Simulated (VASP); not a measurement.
Write the native input for VASP 6.6.1 that does the following.

| Quantity | Value |
| --- | --- |
| Task | single point |
| Functional | PBEsol |
| Potentials or basis | VASP PAW PBE potentials, release 64 (V_sv) |
| Cutoff | 500 eV |
| k mesh | 19 × 19 × 19 |
| Occupations | fermi-dirac, width 0.03 eV |
| Spin | collinear spin, ferromagnetic start |
| Starting moments | [1.5] μB |
| Dipole correction | no |
| Further INCAR settings | ALGO = Normal; EDIFF = 1e-06; NBANDS = 16 |

The structure of V lies in POSCAR:

```
V
1.0
   -1.4676100000      1.5130000000      1.5130000000
    1.5130000000     -1.4676100000      1.5130000000
    1.5130000000      1.5130000000     -1.4676100000
V
1
Direct
    0.0000000000      0.0000000000      0.0000000000
```

This cell differs from its parent crystal: equal xy, yz and zx shear strains of +3 %.

The input as run:

INCAR

```
SYSTEM = V
PREC     = Accurate       ! precision mode
ENCUT    = 500            ! plane-wave cutoff, eV
EDIFF    = 1E-6           ! SCF threshold, eV
ISMEAR   = -1             ! smearing method
SIGMA    = 0.03           ! smearing width, eV
LREAL    = .FALSE.        ! projectors in reciprocal space
LASPH    = .TRUE.         ! aspherical terms in the spheres
NELM     = 200            ! most SCF steps
ALGO     = Normal         ! electronic algorithm
ISIF     = 2              ! what is computed and relaxed
LWAVE    = .FALSE.        ! write WAVECAR
LCHARG   = .FALSE.        ! write CHGCAR
ISPIN    = 2              ! spin polarisation
MAGMOM   = 1.5            ! initial moments
LORBIT   = 11             ! projections on sites
LMAXMIX  = 4              ! l up to which the mixer works
GGA      = PS             ! functional
NBANDS   = 16             ! bands
GGA_COMPAT= .FALSE.
```

KPOINTS

```
Automatic mesh
0
G
  19 19 19
  0 0 0
```

Potentials or basis: VASP PAW PBE potentials, release 64 (V_sv).

Run with:

```console
$ cat potpaw_PBE.64/V_sv/POTCAR > POTCAR
$ mpirun -np 1 vasp_std > vasp.out
```

It gave:

```yaml
Pressure: -11.6 GPa
Net_moment: 0.00 μB per cell
Valence_electrons_inside_the_program's_atomic_spheres: V 11.62
```

Caveat: the cell differs from its parent crystal (equal xy, yz and zx shear strains of +3 %); the cell stands under tension; the moments typed at the start vanished in this run; the PAW data sets were made with another functional, which shifts forces and pressure a little.

Run time: 2.4 min on 1 thread of Intel(R) Xeon(R) Platinum 8488C (Sapphire Rapids) (shared host), peak memory 0.3 GiB.
